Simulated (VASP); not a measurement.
# Sn2S (P4_2/nmc) in VASP: a series of runs

Runs on Sn2S. Level: PBE. Tasks: single point, relaxation of cell and atoms.

All numbers are computed with VASP 6.6.1; they aren't measurements. Logs are shortened: lines on timing, memory, paths and dates and some standing lists are left out, and cuts for length are marked.

### Step 1. The cell of the first run

The structure is tetragonal, space group P4_2/nmc (No. 137). Conventional cell: a = 4.939 Å, b = 4.939 Å, c = 7.058 Å, α = 90.00°, β = 90.00°, γ = 90.00°. Sn (site symmetry 2mm) has 4 S at 2.82 to 3.28 Å and 6 Sn at 3.53 to 3.58 Å within 3.7 Å. Within 3.7 Å of S (site symmetry -4m2) lie 8 Sn at 2.82 to 3.28 Å.

### Step 2. Single point, PBE

INCAR

```
PREC = Accurate ; ENCUT = 520
EDIFF = 1E-6 ; ISMEAR = 0
SIGMA = 0.1 ; LREAL = False
LASPH = True ; NELM = 80
ALGO = Normal ; ISIF = 2
LWAVE = False ; LCHARG = True
GGA = PE ; LELF = True
LVHAR = True ; NBANDS = 43
```

KPOINTS

```
regular mesh
0
Gamma
  4 4 4
```

POSCAR

```
Sn2S
1.0
    4.9393419148      0.0000000000      0.0000000000
    0.0000000000      4.9393419148      0.0000000000
    0.0000000000      0.0000000000      7.0581604296
Sn S
4 2
Direct
    0.0000000000      0.5000000000      0.1933673305
    0.0000000000      0.5000000000      0.6933673305
    0.5000000000      0.0000000000      0.3066326695
    0.5000000000      0.0000000000      0.8066326695
    0.0000000000      0.0000000000      0.0000000000
    0.5000000000      0.5000000000      0.5000000000
```

Potentials or basis: VASP PAW PBE potentials, release 64 (Sn_d, S).

The run is started by

```
$ cat potpaw_PBE.64/Sn_d/POTCAR potpaw_PBE.64/S/POTCAR > POTCAR
$ mpirun -np 1 vasp_std > vasp.out
```

OUTCAR:

```text
PREC = Accurate
   ENCUT = 520
   EDIFF = 1E-6
   ISMEAR = 0
   LREAL = False
   LASPH = True
   NELM = 80
   ISIF = 2
   GGA = PE

 ion  position               nearest neighbor table
   1  0.000  0.500  0.193-   5 2.82   5 2.82   2 3.53   2 3.53   3 3.58   3 3.58   3 3.58   3 3.58

   2  0.000  0.500  0.693-   6 2.82   6 2.82   1 3.53   1 3.53   4 3.58   4 3.58   4 3.58   4 3.58

   3  0.500  0.000  0.307-   6 2.82   6 2.82   4 3.53   4 3.53   1 3.58   1 3.58   1 3.58   1 3.58

   4  0.500  0.000  0.807-   5 2.82   5 2.82   3 3.53   3 3.53   2 3.58   2 3.58   2 3.58   2 3.58

   5  0.000  0.000  0.000-   1 2.82   4 2.82   1 2.82   4 2.82
   6  0.500  0.500  0.500-   2 2.82   3 2.82   3 2.82   2 2.82

  LATTYP: Found a simple tetragonal cell.
 ALAT       =     4.9393419148
 C/A-ratio  =     1.4289677757

  Lattice vectors:

 A1 = (   4.9393419148,   0.0000000000,   0.0000000000)
 A2 = (   0.0000000000,   4.9393419148,   0.0000000000)
 A3 = (   0.0000000000,   0.0000000000,   7.0581604296)

Analysis of symmetry for initial positions (statically):
=====================================================================
 Subroutine PRICEL returns:
 Original cell was already a primitive cell.

 Routine SETGRP: Setting up the symmetry group for a
 simple tetragonal supercell.

 Subroutine GETGRP returns: Found 16 space group operations
 (whereof  8 operations were pure point group operations)
 out of a pool of 16 trial point group operations.

The static configuration has the point symmetry D_2d.
 The point group associated with its full space group is D_4h.

Analysis of symmetry for dynamics (positions and initial velocities):
=====================================================================
 Subroutine PRICEL returns:
 Original cell was already a primitive cell.

 Routine SETGRP: Setting up the symmetry group for a
 simple tetragonal supercell.

 Subroutine GETGRP returns: Found 16 space group operations
 (whereof  8 operations were pure point group operations)
 out of a pool of 16 trial point group operations.

The dynamic configuration has the point symmetry D_2d.
 The point group associated with its full space group is D_4h.

 Subroutine INISYM returns: Found 16 space group operations
 (whereof  8 operations are pure point group operations),
 and found     1 'primitive' translations

----------------------------------------------------------------------------------------

                                     Primitive cell

  volume of cell :     172.1986

  direct lattice vectors                    reciprocal lattice vectors
     4.939341915  0.000000000  0.000000000     0.202456120  0.000000000  0.000000000
     0.000000000  4.939341915  0.000000000     0.000000000  0.202456120  0.000000000
     0.000000000  0.000000000  7.058160430     0.000000000  0.000000000  0.141679976

  length of vectors
     4.939341915  4.939341915  7.058160430     0.202456120  0.202456120  0.141679976

  position of ions in fractional coordinates (direct lattice)
     0.000000000  0.500000000  0.193367331
     0.000000000  0.500000000  0.693367331
     0.500000000  0.000000000  0.306632669
     0.500000000  0.000000000  0.806632669
     0.000000000  0.000000000  0.000000000
     0.500000000  0.500000000  0.500000000

  ion indices of the primitive-cell ions
   primitive index   ion index
                 1           1
                 2           2
                 3           3
                 4           4
                 5           5
                 6           6

----------------------------------------------------------------------------------------

 KPOINTS: regular mesh

Automatic generation of k-mesh.
 Grid dimensions read from file:
 generate k-points for:    4    4    4

 Generating k-lattice:

  Cartesian coordinates                     Fractional coordinates (reciprocal lattice)
     0.050614030  0.000000000  0.000000000     0.250000000  0.000000000  0.000000000
     0.000000000  0.050614030  0.000000000     0.000000000  0.250000000  0.000000000
     0.000000000  0.000000000  0.035419994     0.000000000  0.000000000  0.250000000

  Length of vectors
     0.050614030  0.050614030  0.035419994

  Shift w.r.t. Gamma in fractional coordinates (k-lattice)
     0.000000000  0.000000000  0.000000000

 Subroutine IBZKPT returns following result:
 ===========================================

 Found     18 irreducible k-points:

 Following reciprocal coordinates:
            Coordinates               Weight
  0.000000  0.000000  0.000000      1.000000
  0.250000  0.000000  0.000000      4.000000
  0.500000  0.000000  0.000000      2.000000
  0.250000  0.250000  0.000000      4.000000
  0.500000  0.250000  0.000000      4.000000
  0.500000  0.500000  0.000000      1.000000
[... 10 lines left out ...]
  0.500000  0.250000  0.500000      4.000000
  0.500000  0.500000  0.500000      1.000000
   k-points           NKPTS =     18   k-points in BZ     NKDIM =     18   number of bands    NBANDS=     43
   number of dos      NEDOS =    301   number of ions     NIONS =      6
   total plane-waves  NPLWV =  86400
   dimension x,y,z NGX =    40 NGY =   40 NGZ =   54
   dimension x,y,z NGXF=    80 NGYF=   80 NGZF=  108
   ions per type =               4   2
   NGX,Y,Z   is equivalent  to a cutoff of  13.46, 13.46, 12.72 a.u.
   NGXF,Y,Z  is equivalent  to a cutoff of  26.93, 26.93, 25.44 a.u.
 SYSTEM =  unknown system
   PREC   = accura    normal or accurate (medium, high low for compatibility)
   ISTART =      0    job   : 0-new  1-cont  2-samecut
   ICHARG =      2    charge: 1-file 2-atom 10-const
   ISPIN  =      1    spin polarized calculation?
   LNONCOLLINEAR =      F non collinear calculations
   LSORBIT =      F    spin-orbit coupling
   LASPH  =      T    aspherical Exc in radial PAW
   ENCUT  =  520.0 eV  38.22 Ry    6.18 a.u.   9.18  9.18 13.12*2*pi/ulx,y,z
   NELM   =     80;   NELMIN=  2; NELMDL= -5     # of ELM steps
   EDIFF  = 0.1E-05   stopping-criterion for ELM
   LREAL  =      F    real-space projection
   EDIFFG = 0.1E-04   stopping-criterion for IOM
   NSW    =      0    number of steps for IOM
   IBRION =     -1    ionic relax: 0-MD 1-quasi-New 2-CG
   NFREE  =      0    steps in history (QN), initial steepest desc. (CG)
   ISIF   =      2    stress and relaxation
   ISYM   =      2    0-nonsym 1-usesym 2-fastsym
   POTIM  = 0.5000    time-step for ionic-motion
   TEBEG  =    0.0;   TEEND  =   0.0 temperature during run
   PSTRESS=    0.0 pullay stress
   NELECT =      68.0000    total number of electrons
   NUPDOWN=      -1.0000    fix difference up-down
   EMIN   =  10.00;   EMAX   =-10.00  energy-range for DOS
   EFERMI =   0.00;   METHOD = LEGACY
   ISMEAR =     0;   SIGMA  =   0.10  broadening in eV -4-tet -1-fermi 0-gaus
   EFERMI_NEDOS =   21; number of points for ismear=-14 and -15
   IALGO  =     38    algorithm
   IMIX   =      4    mixing-type and parameters
     AMIX     =   0.40;   BMIX     =  1.00
     AMIX_MAG =   1.60;   BMIX_MAG =  1.00
  volume/ion in A,a.u.               =      28.70       193.68
  Fermi-wavevector in a.u.,A,eV,Ry     =   1.201069  2.269691 19.627307  1.442566
  Thomas-Fermi vector in A             =   2.336888
   LORBIT       =      0    0 simple, 1 ext, 2 COOP (PROOUT), +10 PAW based schemes
   GGA     = PE    functional components
   LHFCALC =     F    Hartree Fock is set to
   AEXX    =    0.0000 exact exchange contribution
   IVDW    =     0    specifies the selected vdW correction
   LEPSILON=     F    determine dielectric tensor
   LRPA    =     F    only Hartree local field effects (RPA)
 non-spin polarized calculation
 Gauss-broadening in eV      SIGMA  =   0.10
  energy-cutoff  :      520.00
  volume of cell :      172.20
 maximum number of plane-waves:      4662
 NGX is ok and might be reduce to    40
   NGX = 19   NGY = 19   NGZ = 27

 number of electron      67.9999979 magnetization

 Free energy of the ion-electron system (eV)
  ---------------------------------------------------
  ext. energy  EPLUGINS =         0.00000000
  ---------------------------------------------------
  free energy    TOTEN  =       -22.24791111 eV

  energy without entropy =      -22.21973507  energy(sigma->0) =      -22.23382309

 E-fermi :   5.9313     XC(G=0):  -9.4314

 val. band max:        5.9226799041   @ k =   0.0000   0.0000   0.2500
 cond. band min:       5.9316493029   @ k =   0.5000   0.0000   0.0000
 fundamental gap:      0.0089693988
 Fermi energy:         5.9312713903

 k-point     1 :       0.0000    0.0000    0.0000
  band No.  band energies     occupation
      1     -15.7924      2.00000
      2     -15.7912      2.00000
      3     -15.7836      2.00000
      4     -15.7742      2.00000
      5     -15.7724      2.00000
      6     -15.7577      2.00000
[... 35 lines left out ...]
     42       9.9263      0.00000
     43      10.4306      0.00000

 k-point     2 :       0.2500    0.0000    0.0000
  band No.  band energies     occupation
      1     -15.7906      2.00000
      2     -15.7801      2.00000
      3     -15.7779      2.00000
      4     -15.7768      2.00000
      5     -15.7648      2.00000
      6     -15.7590      2.00000
[... 35 lines left out ...]
     42       9.9013      0.00000
     43      10.3502      0.00000

 k-point     3 :       0.5000    0.0000    0.0000
  band No.  band energies     occupation
      1     -15.7849      2.00000
      2     -15.7849      2.00000
      3     -15.7658      2.00000
      4     -15.7658      2.00000
      5     -15.7597      2.00000
      6     -15.7597      2.00000
[... 643 lines left out ...]
      6     -15.7430      2.00000
[... 35 lines left out ...]
     42       9.3210      0.00000
     43      10.2086      0.00000

 k-point    18 :       0.5000    0.5000    0.5000
  band No.  band energies     occupation
      1     -15.7602      2.00000
      2     -15.7602      2.00000
      3     -15.7602      2.00000
      4     -15.7602      2.00000
      5     -15.7507      2.00000
      6     -15.7507      2.00000
[... 35 lines left out ...]
     42      10.1233      0.00000
     43      10.7310      0.00000

------------------------ aborting loop because EDIFF is reached ----------------------------------------

  FORCE on cell =-STRESS in cart. coord.  units (eV):
  Direction    XX          YY          ZZ          XY          YZ          ZX
  --------------------------------------------------------------------------------------
  -------------------------------------------------------------------------------------
  Total       -0.3547779     -0.3547779     -0.2155685      0.0000000      0.0000000      0.0000000
  in kB       -3.3009381     -3.3009381     -2.0057011      0.0000000      0.0000000      0.0000000
  external PRESSURE =      -2.8691924 kB  Pullay stress =       0.0000000 kB

 VOLUME and BASIS-vectors are now :
 -----------------------------------------------------------------------------
  energy-cutoff  :      520.00
  volume of cell :      172.20
      direct lattice vectors                 reciprocal lattice vectors
     4.939341915  0.000000000  0.000000000     0.202456120  0.000000000  0.000000000
     0.000000000  4.939341915  0.000000000     0.000000000  0.202456120  0.000000000
     0.000000000  0.000000000  7.058160430     0.000000000  0.000000000  0.141679976

 POSITION                                       TOTAL-FORCE (eV/Angst)
 -----------------------------------------------------------------------------------
      0.00000      2.46967      1.36482        -0.000000     -0.000000     -0.033650
      0.00000      2.46967      4.89390        -0.000000      0.000000     -0.033650
      2.46967      0.00000      2.16426         0.000000     -0.000000      0.033650
      2.46967      0.00000      5.69334        -0.000000     -0.000000      0.033650
      0.00000      0.00000      0.00000        -0.000000      0.000000      0.000000
      2.46967      2.46967      3.52908         0.000000     -0.000000      0.000000
 -----------------------------------------------------------------------------------
    total drift:                               -0.000000      0.000000      0.000000

  FREE ENERGIE OF THE ION-ELECTRON SYSTEM (eV)
  ---------------------------------------------------
  free  energy   TOTEN  =       -22.2479111124 eV

  energy  without entropy=      -22.2197350738  energy(sigma->0) =      -22.23382309
```

It took 3.8 min on 1 thread of Intel Xeon Platinum 8259CL at 2.50GHz (Skylake/Cascade Lake), shared host; peak memory 0.32 GiB.

Results:

```
Free energy            : -22.2479 eV
Pressure               : -0.3 GPa
Largest force          : 0.034 eV/Å
Band gap on the k mesh : zero (bands 34 and 35 overlap by 0.68 eV)
```

Forces on the atoms (eV/Å):
```
Sn   0.000  0.000 -0.034
Sn   0.000  0.000 -0.034
Sn   0.000  0.000  0.034
Sn   0.000  0.000  0.034
S    0.000  0.000  0.000
S    0.000  0.000  0.000
```

Caveat: semilocal functionals underestimate gaps, so a narrow gap can read as zero; spin-orbit coupling is left out, which moves the levels of the heavy elements.

### Step 3. Relaxation of cell and atoms, PBE

This run uses another cell than the first one, of 25.81 Å³/atom.

INCAR

```
PREC = Accurate
ENCUT = 600
EDIFF = 1E-6
ISMEAR = 0
SIGMA = 0.1
LREAL = False
LASPH = True
NELM = 60
ALGO = Normal
ISIF = 3
LWAVE = False
LCHARG = False
GGA = PE
IBRION = 2
NSW = 90
EDIFFG = -0.04
```

KPOINTS

```
Automatic mesh
0
Gamma
  4 4 4
```

POSCAR

```
Sn2S
1.0
    4.7557635699      0.0000000000      0.0000000000
    0.0000000000      4.7557635699      0.0000000000
    0.0000000000      0.0000000000      6.8464692310
Sn S
4 2
Direct
    0.0000000000      0.5000000000      0.2030000000
    0.0000000000      0.5000000000      0.7030000000
    0.5000000000      0.0000000000      0.2970000000
    0.5000000000      0.0000000000      0.7970000000
    0.0000000000      0.0000000000      0.0000000000
    0.5000000000      0.5000000000      0.5000000000
```

Potentials or basis: VASP PAW PBE potentials, release 64 (Sn_d, S).

The run is started by

```
$ cat potpaw_PBE.64/Sn_d/POTCAR potpaw_PBE.64/S/POTCAR > POTCAR
$ mpirun -np 1 vasp_std > vasp.out
```

OUTCAR:

```text
PREC = Accurate
   ENCUT = 600
   EDIFF = 1E-6
   ISMEAR = 0
   LREAL = False
   LASPH = True
   NELM = 60
   ISIF = 3
   GGA = PE
   IBRION = 2
   NSW = 90
   EDIFFG = -0.04

 ion  position               nearest neighbor table
   1  0.000  0.500  0.203-   5 2.75   5 2.75   6 3.13   6 3.13   2 3.42   2 3.42   3 3.42   3 3.42
                             3 3.42   3 3.42
   2  0.000  0.500  0.703-   6 2.75   6 2.75   5 3.13   5 3.13   1 3.42   1 3.42   4 3.42   4 3.42
                             4 3.42   4 3.42
   3  0.500  0.000  0.297-   6 2.75   6 2.75   5 3.13   5 3.13   4 3.42   4 3.42   1 3.42   1 3.42
                             1 3.42   1 3.42
   4  0.500  0.000  0.797-   5 2.75   5 2.75   6 3.13   6 3.13   3 3.42   3 3.42   2 3.42   2 3.42
                             2 3.42   2 3.42
   5  0.000  0.000  0.000-   1 2.75   4 2.75   1 2.75   4 2.75   3 3.13   2 3.13   3 3.13   2 3.13

[... 198 lines left out ...]
  -------------------------------------------------------------------------------------
  Total        4.6756921      4.6756921      3.9673695      0.0000000     -0.0000000      0.0000000
  in kB       48.3781563     48.3781563     41.0493288      0.0000000     -0.0000000      0.0000000
  external PRESSURE =      45.9352138 kB  Pullay stress =       0.0000000 kB
[... 227 lines left out ...]
--------------------------------------- Ionic step        7  -------------------------------------------

 number of electron      67.9999985 magnetization

 Free energy of the ion-electron system (eV)
  ---------------------------------------------------
  ext. energy  EPLUGINS =         0.00000000
  ---------------------------------------------------
  free energy    TOTEN  =       -22.24097955 eV

  energy without entropy =      -22.21290322  energy(sigma->0) =      -22.22694138

 E-fermi :   6.0414     XC(G=0):  -9.4745

 val. band max:        6.0328676529   @ k =   0.5000   0.0000   0.5000
 cond. band min:       6.0422497923   @ k =   0.5000   0.0000   0.0000
 fundamental gap:      0.0093821393
 Fermi energy:         6.0414222338

 k-point     1 :       0.0000    0.0000    0.0000
  band No.  band energies     occupation
      1     -15.6958      2.00000
      2     -15.6890      2.00000
      3     -15.6813      2.00000
      4     -15.6713      2.00000
      5     -15.6698      2.00000
      6     -15.6534      2.00000
[... 796 lines left out ...]
  FREE ENERGIE OF THE ION-ELECTRON SYSTEM (eV)
  ---------------------------------------------------
  free  energy   TOTEN  =       -22.2409795470 eV

  energy  without entropy=      -22.2129032159  energy(sigma->0) =      -22.22694138

 reached required accuracy - stopping structural energy minimisation
```

OSZICAR:

```text
N       E                     dE             d eps       ncg     rms          rms(c)
DAV:   1     0.764561938107E+03    0.76456E+03   -0.36081E+04  1536   0.266E+03
DAV:   2     0.988524776442E+02   -0.66571E+03   -0.65354E+03  1448   0.711E+02
DAV:   3    -0.152953948285E+02   -0.11415E+03   -0.11132E+03  1736   0.222E+02
[... 63 lines left out ...]
DAV:   3    -0.222420535639E+02    0.11586E-01   -0.16509E-02  1864   0.874E-01    0.249E-01
DAV:   4    -0.222409214067E+02    0.11322E-02   -0.44111E-03  1872   0.564E-01    0.602E-02
DAV:   5    -0.222409758813E+02   -0.54475E-04   -0.95518E-04  1544   0.283E-01    0.139E-02
DAV:   6    -0.222409791878E+02   -0.33065E-05   -0.31963E-05  2096   0.355E-02    0.838E-03
DAV:   7    -0.222409795470E+02   -0.35922E-06   -0.58085E-07   808   0.545E-03
   7 F= -.22240980E+02 E0= -.22226941E+02  d E =-.701181E-02
```

CONTCAR:

```text
Sn2S
   1.00000000000000
     4.9505659641092636    0.0000000000000000    0.0000000000000000
     0.0000000000000000    4.9505659641092636   -0.0000000000000000
     0.0000000000000000   -0.0000000000000000    6.9576715117905215
  Sn              S
     4     2
Direct
     1.0000000000000000    0.5000000000000000    0.1988130072211047
     0.0000000000000000    0.5000000000000000    0.6988130072211045
     0.5000000000000000    0.0000000000000000    0.3011869927788953
     0.5000000000000000    0.0000000000000000    0.8011869927788955
     0.0000000000000000    1.0000000000000000    1.0000000000000000
     0.5000000000000000    0.5000000000000000    0.5000000000000000

  0.00000000E+00  0.00000000E+00  0.00000000E+00
  0.00000000E+00  0.00000000E+00  0.00000000E+00
  0.00000000E+00  0.00000000E+00  0.00000000E+00
  0.00000000E+00  0.00000000E+00  0.00000000E+00
  0.00000000E+00  0.00000000E+00  0.00000000E+00
  0.00000000E+00  0.00000000E+00  0.00000000E+00
```

Wall time 13 min (1 thread of Intel Xeon Platinum 8259CL at 2.50GHz (Skylake/Cascade Lake), shared host); peak memory 0.35 GiB.

Results:

```
Free energy                           : -22.2410 eV
Relaxed volume                        : 28.42 Å³/atom
Relaxed cell                          : a = 4.951 Å, b = 4.951 Å, c = 6.958 Å, α = 90.00°, β = 90.00°, γ = 90.00°
Space group after relaxing (to 0.1 Å) : P4_2/nmc (No. 137)
Energy gained by relaxing             : 35.1 meV/atom
Ionic steps                           : 7
Pressure after relaxing               : -0.1 GPa
Largest force after relaxing          : 0.036 eV/Å
Band gap on the k mesh                : zero (bands 34 and 35 overlap by 0.76 eV)
```

Forces on the atoms (eV/Å):
```
Sn   0.000  0.000 -0.036
Sn   0.000  0.000 -0.036
Sn   0.000  0.000  0.036
Sn   0.000  0.000  0.036
S    0.000  0.000  0.000
S    0.000  0.000  0.000
```

The path:
| step | energy change (eV) | largest force (eV/Å) | pressure (GPa) | volume (Å³) |
| --- | --- | --- | --- | --- |
| 1 | 0.0000 | 0.0124 | 4.59 | 154.85 |
| 2 | -0.2011 | 0.0703 | -0.45 | 172.03 |
| 3 | -0.2038 | 0.0620 | 0.02 | 170.06 |
| 4 | -0.2037 | 0.0635 | -0.07 | 170.38 |
| 5 | -0.2048 | 0.0606 | -0.07 | 170.39 |
| 6 | -0.2074 | 0.0527 | -0.07 | 170.44 |
| 7 | -0.2108 | 0.0359 | -0.06 | 170.52 |

Final structure:
```
Sn S
1.0
     4.95057    0.00000    0.00000
     0.00000    4.95057    0.00000
     0.00000    0.00000    6.95767
Sn S
4 2
Direct
  0.00000 0.50000 0.19881
  0.00000 0.50000 0.69881
  0.50000 0.00000 0.30119
  0.50000 0.00000 0.80119
  0.00000 0.00000 0.00000
  0.50000 0.50000 0.50000
```

Caveat: semilocal functionals underestimate gaps, so a narrow gap can read as zero; spin-orbit coupling is left out, which moves the levels of the heavy elements.
